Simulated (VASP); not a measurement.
# P (Fm-3m) in VASP: a series of runs, part 2 of 2

VASP 6.6.1.

## 5. Single point, PBE

This run uses another cell than the first one, of 14.54 Å³/atom, 2.062 times its volume.

File INCAR:

```
  PREC = Accurate
  ENCUT = 520
  EDIFF = 1E-6
  ISMEAR = -1
  SIGMA = 0.1
  LREAL = False
  LASPH = True
  NELM = 100
  ALGO = Normal
  ISIF = 2
  LWAVE = False
  LCHARG = True
  GGA = PE
  LELF = True
  LVHAR = True
  NBANDS = 8
```

File KPOINTS:

```
regular mesh
0
Gamma
  17 17 17
```

File POSCAR:

```
P
1.0
    0.0000000000      1.9371902996      1.9371902996
    1.9371902996      0.0000000000      1.9371902996
    1.9371902996      1.9371902996      0.0000000000
P
1
Direct
    0.0000000000      0.0000000000      0.0000000000
```

Potentials or basis: VASP PAW PBE potentials, release 64 (P).

Started as:

```
> cat potpaw_PBE.64/P/POTCAR > POTCAR
> mpirun -np 1 vasp_std > vasp.out
```

OUTCAR:

```text
PREC = Accurate
   ENCUT = 520
   EDIFF = 1E-6
   ISMEAR = -1
   LREAL = False
   LASPH = True
   NELM = 100
   ISIF = 2
   GGA = PE

 ion  position               nearest neighbor table
   1  0.000  0.000  0.000-

  LATTYP: Found a face centered cubic cell.
 ALAT       =     3.8743805992

  Lattice vectors:

 A1 = (   0.0000000000,   1.9371902996,   1.9371902996)
 A2 = (   1.9371902996,   0.0000000000,   1.9371902996)
 A3 = (   1.9371902996,   1.9371902996,   0.0000000000)

Analysis of symmetry for initial positions (statically):
=====================================================================
 Subroutine PRICEL returns:
 Original cell was already a primitive cell.

 Routine SETGRP: Setting up the symmetry group for a
 face centered cubic supercell.

 Subroutine GETGRP returns: Found 48 space group operations
 (whereof 48 operations were pure point group operations)
 out of a pool of 48 trial point group operations.

The static configuration has the point symmetry O_h .

Analysis of symmetry for dynamics (positions and initial velocities):
=====================================================================
 Subroutine PRICEL returns:
 Original cell was already a primitive cell.

 Routine SETGRP: Setting up the symmetry group for a
 face centered cubic supercell.

 Subroutine GETGRP returns: Found 48 space group operations
 (whereof 48 operations were pure point group operations)
 out of a pool of 48 trial point group operations.

The dynamic configuration has the point symmetry O_h .

 Subroutine INISYM returns: Found 48 space group operations
 (whereof 48 operations are pure point group operations),
 and found     1 'primitive' translations

----------------------------------------------------------------------------------------

                                     Primitive cell
[... 102 lines left out ...]
   EMIN   =  10.00;   EMAX   =-10.00  energy-range for DOS
   EFERMI =   0.00;   METHOD = LEGACY
   ISMEAR =    -1;   SIGMA  =   0.10  broadening in eV -4-tet -1-fermi 0-gaus
   EFERMI_NEDOS =   21; number of points for ismear=-14 and -15
   IALGO  =     38    algorithm
   IMIX   =      4    mixing-type and parameters
     AMIX     =   0.40;   BMIX     =  1.00
     AMIX_MAG =   1.60;   BMIX_MAG =  1.00
  volume/ion in A,a.u.               =      14.54        98.12
  Fermi-wavevector in a.u.,A,eV,Ry     =   1.146962  2.167445 17.898776  1.315523
  Thomas-Fermi vector in A             =   2.283645
   LORBIT       =      0    0 simple, 1 ext, 2 COOP (PROOUT), +10 PAW based schemes
   GGA     = PE    functional components
   LHFCALC =     F    Hartree Fock is set to
   AEXX    =    0.0000 exact exchange contribution
   IVDW    =     0    specifies the selected vdW correction
   LEPSILON=     F    determine dielectric tensor
   LRPA    =     F    only Hartree local field effects (RPA)
 non-spin polarized calculation
  energy-cutoff  :      520.00
  volume of cell :       14.54
 maximum number of plane-waves:       401
   NGX = 11   NGY = 11   NGZ = 11

 number of electron       4.9999999 magnetization

 Free energy of the ion-electron system (eV)
  ---------------------------------------------------
  ext. energy  EPLUGINS =         0.00000000
  ---------------------------------------------------
  free energy    TOTEN  =        -4.52182728 eV

  energy without entropy =       -4.49988377  energy(sigma->0) =       -4.51085552

 E-fermi :   9.8144     XC(G=0): -11.4848

 val. band max:        9.8102095330   @ k =   0.4706   0.4118   0.0000
 cond. band min:       9.8335797935   @ k =  -0.2941   0.1765   0.0000
 fundamental gap:      0.0233702605
 Fermi energy:         9.8143664487

 k-point     1 :       0.0000    0.0000    0.0000
  band No.  band energies     occupation
      1      -6.5492      2.00000
      2      16.5764      0.00000
      3      16.5764      0.00000
      4      16.5764      0.00000
      5      21.2193      0.00000
      6      21.2193      0.00000
      7      21.2193      0.00000
      8      27.4575      0.00000
[... 243 lines left out ...]
 k-point    24 :      -0.1176    0.0588    0.0000
  band No.  band energies     occupation
      1      -5.9375      2.00000
      2      13.2203      0.00000
      3      14.7635      0.00000
      4      16.4243      0.00000
      5      21.3644      0.00000
      6      21.8817      0.00000
      7      22.8512      0.00000
      8      25.2035      0.00000

 [... further k-points ...]
[... 5 lines left out ...]
  --------------------------------------------------------------------------------------
  -------------------------------------------------------------------------------------
  Total       -0.0154605     -0.0154605     -0.0154605      0.0000000      0.0000000     -0.0000000
  in kB       -1.7036804     -1.7036804     -1.7036804      0.0000000      0.0000000     -0.0000000
  external PRESSURE =      -1.7036804 kB  Pullay stress =       0.0000000 kB

 VOLUME and BASIS-vectors are now :
 -----------------------------------------------------------------------------
  energy-cutoff  :      520.00
  volume of cell :       14.54
      direct lattice vectors                 reciprocal lattice vectors
     0.000000000  1.937190300  1.937190300    -0.258105773  0.258105773  0.258105773
     1.937190300  0.000000000  1.937190300     0.258105773 -0.258105773  0.258105773
     1.937190300  1.937190300  0.000000000     0.258105773  0.258105773 -0.258105773

 POSITION                                       TOTAL-FORCE (eV/Angst)
 -----------------------------------------------------------------------------------
      0.00000      0.00000      0.00000        -0.000000      0.000000      0.000000
 -----------------------------------------------------------------------------------
    total drift:                                0.000000      0.000000     -0.000000

  FREE ENERGIE OF THE ION-ELECTRON SYSTEM (eV)
  ---------------------------------------------------
  free  energy   TOTEN  =        -4.5218272794 eV

  energy  without entropy=       -4.4998837682  energy(sigma->0) =       -4.51085552
```

OSZICAR:

```text
N       E                     dE             d eps       ncg     rms          rms(c)
DAV:   1     0.738561601822E+00    0.73856E+00   -0.21269E+03  2696   0.455E+02
DAV:   2    -0.449167391495E+01   -0.52302E+01   -0.50133E+01  4088   0.480E+01
DAV:   3    -0.453090664415E+01   -0.39233E-01   -0.39105E-01  2840   0.458E+00
DAV:   4    -0.453095717666E+01   -0.50533E-04   -0.50531E-04  4472   0.178E-01
DAV:   5    -0.453095718792E+01   -0.11267E-07   -0.10705E-07  2968   0.159E-03    0.401E+00
DAV:   6    -0.452442472757E+01    0.65325E-02   -0.45567E-03  2992   0.350E-01    0.232E+00
DAV:   7    -0.452182759504E+01    0.25971E-02   -0.76093E-03  2880   0.460E-01    0.115E-01
DAV:   8    -0.452182747343E+01    0.12161E-06   -0.79505E-05  4056   0.622E-02    0.199E-02
DAV:   9    -0.452182727942E+01    0.19401E-06   -0.52802E-07  3216   0.631E-03
   1 F= -.45218273E+01 E0= -.45108555E+01  d E =-.219435E-01
```

stdout:

```text
POSCAR found type information on POSCAR P
 POSCAR found :  1 types and       1 ions
 scaLAPACK will be used
 LDA part: xc-table for (Slater+PW92), standard interpolation
 POSCAR, INCAR and KPOINTS ok, starting setup
 FFT: planning ... GRIDC
 FFT: planning ... GRID_SOFT
 FFT: planning ... GRID
 WAVECAR not read
 entering main loop
```

Wall time 8.7 s (1 thread of Intel Xeon 6975P-C, shared host); peak memory 0.13 GiB.

What came out:

* Free energy: -4.5218 eV
* Pressure: -0.2 GPa

Levels at points of the mesh, in eV from the Fermi level:
```tsv
k point	band 1	band 2	band 3	band 4	band 5	band 6
(0.00, 0.00, 0.00)	-16.36	6.76	6.76	6.76	11.40	11.40
```

## 6. Summary

| cell | k mesh | gap on the mesh (eV) | pressure (GPa) |
| --- | --- | --- | --- |
| a = 2.152 Å, angles 60.0°, 1 atom | 21 × 21 × 21 | none | 268.9 |
| a = 2.155 Å, angles 60.0°, 1 atom | 21 × 21 × 21 | none | 265.2 |
| a = 2.740 Å, angles 60.0°, 1 atom | 17 × 17 × 17 | none | -0.2 |

Alike in all rows: task single point; level PBE; potentials or basis VASP PAW PBE potentials, release 64 (P); no spin polarisation; cutoff (eV) 520; smearing fermi-dirac 0.1 eV.

Absolute energies hang on the potentials; compare differences alone.
